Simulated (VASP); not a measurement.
GaP: single point with PBEsol

The system is GaP.

```
Ga P
1.0
     0.00000    2.79272    2.71903
     2.71903    0.00000    2.71903
     2.71903    2.79272    0.00000
Ga P
1 1
Direct
  0.00000 0.00000 0.00000
  0.75000 0.75000 0.75000
```

This cell differs from its parent crystal: volume 20.647 Å^3 an atom, c/a of the conventional cell 1.0271.

| Quantity | Value |
| --- | --- |
| Program | VASP 6.6.1 |
| Task | single point |
| Functional | PBEsol |
| Potentials or basis | VASP PAW PBE potentials, release 64 (Ga_d, P) |
| Cutoff | 520 eV |
| k mesh | 10 × 10 × 10 |
| Occupations | gaussian, width 0.05 eV |
| Spin | no spin polarisation |

```yaml
Pressure: -2.2 GPa
Band_gap_on_the_k_mesh: 1.39 eV, indirect (least direct gap 1.53 eV)
```

Stress tensor (GPa, compression positive):
```
-1.52  0.00  0.00
 0.00 -3.60  0.00
 0.00  0.00 -1.52
```

Levels at points of the mesh, in eV from the valence-band top:
```
           k point  band 6  band 7  band 8  band 9  band 10  band 11  band 12  band 13
(0.00, 0.00, 0.00)  -12.43   -0.16    0.00    0.00     1.53     3.77     3.77     3.82
(0.50, 0.00, 0.00)  -10.40   -6.63   -1.26   -1.04     1.46     4.52     4.71     8.01
(0.50, 0.50, 0.00)   -9.48   -6.71   -2.76   -2.74     1.45     1.60    10.29    10.31
(0.50, 0.00, 0.50)   -9.59   -6.88   -2.57   -2.57     1.63     1.85    10.35    10.35
```

It took 57 s on 1 thread of Intel(R) Xeon(R) Platinum 8259CL CPU @ 2.50GHz (Skylake/Cascade Lake) (shared host), peak memory 0.21 GiB.

Caveat: the PAW data sets were made with another functional, which shifts forces and pressure a little. A k mesh can miss the band edges.
